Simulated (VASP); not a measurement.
# Ni (Fm-3m) in VASP: a series of runs, part 2 of 2

VASP 6.6.1. The steps go on from the part before.

## 3. Single point, PBE, collinear spin, antiferromagnetic start

Contents of INCAR:

```
SYSTEM = Ni
ALGO = Normal
EDIFF = 1E-6
ENCUT = 520
GGA = PE
ISIF = 2
ISMEAR = -1
ISPIN = 2
LASPH = .True.
LCHARG = .False.
LMAXMIX = 4
LORBIT = 11
LREAL = .False.
LWAVE = .False.
MAGMOM = 1 -1
NBANDS = 21
NELM = 150
PREC = Accurate
SIGMA = 0.1
```

Contents of KPOINTS:

```
k-points
0
Gamma
  13 13 13
  0 0 0
```

Contents of POSCAR:

```
Ni
1.0
    3.5270600000      1.7635300000      1.7635300000
    1.7635300000      3.5270600000      1.7635300000
    1.7635300000      1.7635300000      3.5270600000
Ni
2
Direct
    0.0000000000      0.0000000000      0.0000000000
    0.5000000000      0.5000000000      0.5000000000
```

Potentials or basis: VASP PAW PBE potentials, release 64 (Ni).

Launch:

```sh
$ cat potpaw_PBE.64/Ni/POTCAR > POTCAR
$ mpirun -np 1 vasp_std > vasp.out
```

OUTCAR:

```text
SYSTEM = Ni
   EDIFF = 1E-6
   ENCUT = 520
   GGA = PE
   ISIF = 2
   ISMEAR = -1
   ISPIN = 2
   LASPH = .True.
   LORBIT = 11
   LREAL = .False.
   NELM = 150
   PREC = Accurate

 ion  position               nearest neighbor table
   1  0.000  0.000  0.000-   2 2.49   2 2.49   2 2.49   2 2.49   2 2.49   2 2.49
   2  0.500  0.500  0.500-   1 2.49   1 2.49   1 2.49   1 2.49   1 2.49   1 2.49

  LATTYP: Found a trigonal (rhomboedric) cell.
 ALAT       =     4.3197486461
 COS(alpha) =     0.8333333333

  Lattice vectors:

 A1 = (   3.5270600000,   1.7635300000,   1.7635300000)
 A2 = (   1.7635300000,   3.5270600000,   1.7635300000)
 A3 = (   1.7635300000,   1.7635300000,   3.5270600000)

Analysis of symmetry for initial positions (statically):
=====================================================================
 Subroutine PRICEL returns following result:

  LATTYP: Found a face centered cubic cell.
 ALAT       =     3.5270600000
[... 12 lines left out ...]
 Subroutine GETGRP returns: Found 12 space group operations
 (whereof 12 operations were pure point group operations)
 out of a pool of 12 trial point group operations.

The static configuration has the point symmetry D_3d.

Analysis of symmetry for dynamics (positions and initial velocities):
=====================================================================
 Subroutine PRICEL returns following result:

  LATTYP: Found a face centered cubic cell.
 ALAT       =     3.5270600000
[... 12 lines left out ...]
 Subroutine GETGRP returns: Found 12 space group operations
 (whereof 12 operations were pure point group operations)
 out of a pool of 12 trial point group operations.

The dynamic configuration has the point symmetry D_3d.

Analysis of structural, dynamic, and magnetic symmetry:
=====================================================================
 Subroutine PRICEL returns following result:

  LATTYP: Found a face centered cubic cell.
 ALAT       =     3.5270600000
[... 12 lines left out ...]
 Subroutine GETGRP returns: Found 12 space group operations
 (whereof 12 operations were pure point group operations)
 out of a pool of 12 trial point group operations.

The overall configuration has the point symmetry D_3d.

 Subroutine INISYM returns: Found 12 space group operations
 (whereof 12 operations are pure point group operations),
 and found     2 'primitive' translations

----------------------------------------------------------------------------------------

                                     Primitive cell

  volume of cell :      10.9693

  direct lattice vectors                    reciprocal lattice vectors
     0.000000000 -1.763530000  1.763530000     0.283522254 -0.283522254  0.283522254
    -1.763530000 -0.000000000  1.763530000    -0.283522254  0.283522254  0.283522254
    -1.763530000 -1.763530000  0.000000000    -0.283522254 -0.283522254 -0.283522254

  length of vectors
     2.494008044  2.494008044  2.494008044     0.491074948  0.491074948  0.491074948

  position of ions in fractional coordinates (direct lattice)
     0.000000000  0.000000000  0.000000000

  ion indices of the primitive-cell ions
   primitive index   ion index
                 1           1

----------------------------------------------------------------------------------------

 KPOINTS: k-points

Automatic generation of k-mesh.
 Grid dimensions read from file:
 generate k-points for:   13   13   13

[... 59 lines left out ...]
   LSORBIT =      F    spin-orbit coupling
   LASPH  =      T    aspherical Exc in radial PAW
   ENCUT  =  520.0 eV  38.22 Ry    6.18 a.u.   8.03  8.03  8.03*2*pi/ulx,y,z
   NELM   =    150;   NELMIN=  2; NELMDL= -5     # of ELM steps
   EDIFF  = 0.1E-05   stopping-criterion for ELM
   LREAL  =      F    real-space projection
   EDIFFG = 0.1E-04   stopping-criterion for IOM
   NSW    =      0    number of steps for IOM
   IBRION =     -1    ionic relax: 0-MD 1-quasi-New 2-CG
   NFREE  =      0    steps in history (QN), initial steepest desc. (CG)
   ISIF   =      2    stress and relaxation
   ISYM   =      2    0-nonsym 1-usesym 2-fastsym
   POTIM  = 0.5000    time-step for ionic-motion
   TEBEG  =    0.0;   TEEND  =   0.0 temperature during run
   PSTRESS=    0.0 pullay stress
   NELECT =      20.0000    total number of electrons
   NUPDOWN=      -1.0000    fix difference up-down
   EMIN   =  10.00;   EMAX   =-10.00  energy-range for DOS
   EFERMI =   0.00;   METHOD = LEGACY
   ISMEAR =    -1;   SIGMA  =   0.10  broadening in eV -4-tet -1-fermi 0-gaus
   EFERMI_NEDOS =   21; number of points for ismear=-14 and -15
   IALGO  =     38    algorithm
   IMIX   =      4    mixing-type and parameters
     AMIX     =   0.40;   BMIX     =  1.00
     AMIX_MAG =   1.60;   BMIX_MAG =  1.00
  volume/ion in A,a.u.               =      10.97        74.02
  Fermi-wavevector in a.u.,A,eV,Ry     =   1.587384  2.999721 34.283794  2.519788
  Thomas-Fermi vector in A             =   2.686550
   LORBIT       =     11    0 simple, 1 ext, 2 COOP (PROOUT), +10 PAW based schemes
   GGA     = PE    functional components
   LHFCALC =     F    Hartree Fock is set to
   AEXX    =    0.0000 exact exchange contribution
   IVDW    =     0    specifies the selected vdW correction
   LEPSILON=     F    determine dielectric tensor
   LRPA    =     F    only Hartree local field effects (RPA)
 spin polarized calculation
  energy-cutoff  :      520.00
  volume of cell :       21.94
 maximum number of plane-waves:       609
   NGX = 17   NGY = 17   NGZ = 17

 number of electron      20.0000007 magnetization       0.0000000

 number of electron      20.0000007 magnetization      -0.0000000

 Free energy of the ion-electron system (eV)
  ---------------------------------------------------
  ext. energy  EPLUGINS =         0.00000000
  ---------------------------------------------------
  free energy    TOTEN  =       -10.92686926 eV

  energy without entropy =      -10.74795103  energy(sigma->0) =      -10.83741014

 E-fermi :   9.0994     XC(G=0): -13.2058

 val. band max:        9.0974724466   @ k =  -0.2308   0.4615   0.2308
 cond. band min:       9.0994828939   @ k =  -0.2308   0.1538   0.1538
 fundamental gap:      0.0020104473
 Fermi energy:         9.0994307832

 spin component 1

 k-point     1 :       0.0000    0.0000    0.0000
  band No.  band energies     occupation
      1       0.2898      1.00000
      2       4.7044      1.00000
      3       7.1998      1.00000
      4       7.1998      1.00000
      5       7.2472      1.00000
      6       7.2472      1.00000
[... 565 lines left out ...]
     20      36.4884      0.00000
     21      37.8541      0.00000

 [... further k-points ...]

 spin component 2

 k-point     1 :       0.0000    0.0000    0.0000
  band No.  band energies     occupation
      1       0.2898      1.00000
      2       4.7044      1.00000
      3       7.1998      1.00000
      4       7.1998      1.00000
      5       7.2472      1.00000
      6       7.2472      1.00000
[... 565 lines left out ...]
     20      36.4884      0.00000
     21      37.8541      0.00000

 [... further k-points ...]

------------------------ aborting loop because EDIFF is reached ----------------------------------------

  FORCE on cell =-STRESS in cart. coord.  units (eV):
  Direction    XX          YY          ZZ          XY          YZ          ZX
  --------------------------------------------------------------------------------------
  -------------------------------------------------------------------------------------
  Total       -0.2690051     -0.2690051     -0.2690051     -0.0020856     -0.0020856     -0.0020856
  in kB      -19.6454776    -19.6454776    -19.6454776     -0.1523106     -0.1523106     -0.1523106
  external PRESSURE =     -19.6454776 kB  Pullay stress =       0.0000000 kB

 VOLUME and BASIS-vectors are now :
 -----------------------------------------------------------------------------
  energy-cutoff  :      520.00
  volume of cell :       21.94
      direct lattice vectors                 reciprocal lattice vectors
     3.527060000  1.763530000  1.763530000     0.425283380 -0.141761127 -0.141761127
     1.763530000  3.527060000  1.763530000    -0.141761127  0.425283380 -0.141761127
     1.763530000  1.763530000  3.527060000    -0.141761127 -0.141761127  0.425283380

 POSITION                                       TOTAL-FORCE (eV/Angst)
 -----------------------------------------------------------------------------------
      0.00000      0.00000      0.00000         0.000000     -0.000000      0.000000
      3.52706      3.52706      3.52706        -0.000000      0.000000     -0.000000
 -----------------------------------------------------------------------------------
    total drift:                               -0.000000      0.000000     -0.000000

  FREE ENERGIE OF THE ION-ELECTRON SYSTEM (eV)
  ---------------------------------------------------
  free  energy   TOTEN  =       -10.9268692575 eV

  energy  without entropy=      -10.7479510294  energy(sigma->0) =      -10.83741014

 total charge

# of ion       s       p       d       tot
------------------------------------------
    1        0.491   0.486   8.321   9.298
    2        0.491   0.486   8.321   9.298
--------------------------------------------------
tot          0.981   0.972  16.642  18.595

 magnetization (x)

# of ion       s       p       d       tot
------------------------------------------
    1       -0.000   0.000   0.002   0.002
    2        0.000  -0.000  -0.002  -0.002
--------------------------------------------------
tot          0.000   0.000   0.000   0.000
```

OSZICAR:

```text
N       E                     dE             d eps       ncg     rms          rms(c)
DAV:   1     0.966212557928E+02    0.96621E+02   -0.88187E+03 21158   0.134E+03
DAV:   2    -0.716556575977E+01   -0.10379E+03   -0.95751E+02 19889   0.234E+02
DAV:   3    -0.128579936526E+02   -0.56924E+01   -0.54931E+01 22216   0.631E+01
DAV:   4    -0.129355661638E+02   -0.77573E-01   -0.77495E-01 22179   0.684E+00
DAV:   5    -0.129379039660E+02   -0.23378E-02   -0.23376E-02 22190   0.117E+00    0.140E+01
DAV:   6    -0.116230994987E+02    0.13148E+01   -0.79309E+00 23045   0.580E+01    0.868E+00
DAV:   7    -0.109486426315E+02    0.67446E+00   -0.17784E+00 22812   0.243E+01    0.256E+00
DAV:   8    -0.109274962712E+02    0.21146E-01   -0.44986E-02 27737   0.311E+00    0.991E-01
DAV:   9    -0.109255086511E+02    0.19876E-02   -0.68800E-03 30028   0.111E+00    0.407E-01
DAV:  10    -0.109257908666E+02   -0.28222E-03   -0.83708E-03 31853   0.142E+00    0.197E-01
DAV:  11    -0.109260119557E+02   -0.22109E-03   -0.64927E-04 29479   0.279E-01    0.164E-01
DAV:  12    -0.109265217845E+02   -0.50983E-03   -0.79213E-03 29846   0.125E+00    0.101E-01
DAV:  13    -0.109267222897E+02   -0.20051E-03   -0.22735E-03 31615   0.641E-01    0.582E-02
DAV:  14    -0.109268111745E+02   -0.88885E-04   -0.21323E-03 31713   0.587E-01    0.307E-02
DAV:  15    -0.109268542047E+02   -0.43030E-04   -0.34147E-03 30777   0.719E-01    0.123E-02
DAV:  16    -0.109268665657E+02   -0.12361E-04   -0.89057E-05 20604   0.775E-02    0.691E-03
DAV:  17    -0.109268689130E+02   -0.23472E-05   -0.13315E-04 27434   0.137E-01    0.224E-03
DAV:  18    -0.109268692575E+02   -0.34453E-06   -0.34744E-06 12229   0.208E-02
   1 F= -.10926869E+02 E0= -.10837410E+02  d E =-.178918E+00  mag=    -0.0000
```

stdout:

```text
POSCAR found type information on POSCAR Ni
 POSCAR found :  1 types and       2 ions
 scaLAPACK will be used
 LDA part: xc-table for (Slater+PW92), standard interpolation
 POSCAR, INCAR and KPOINTS ok, starting setup
 FFT: planning ... GRIDC
 FFT: planning ... GRID_SOFT
 FFT: planning ... GRID
 WAVECAR not read
 entering main loop
```

Wall time 3.3 min (1 thread of Intel Xeon 6975P-C (Granite Rapids), shared host); peak memory 0.31 GiB.

Results:

```yaml
Free_energy: -10.9269 eV
Pressure: -2.0 GPa
Band_gap_on_the_k_mesh: zero (filled and empty bands overlap)
Net_moment: 0.00 μB per cell
Valence_electrons_inside_the_program's_atomic_spheres: Ni 9.30
```

Caveat: the moments typed at the start vanished in this run.
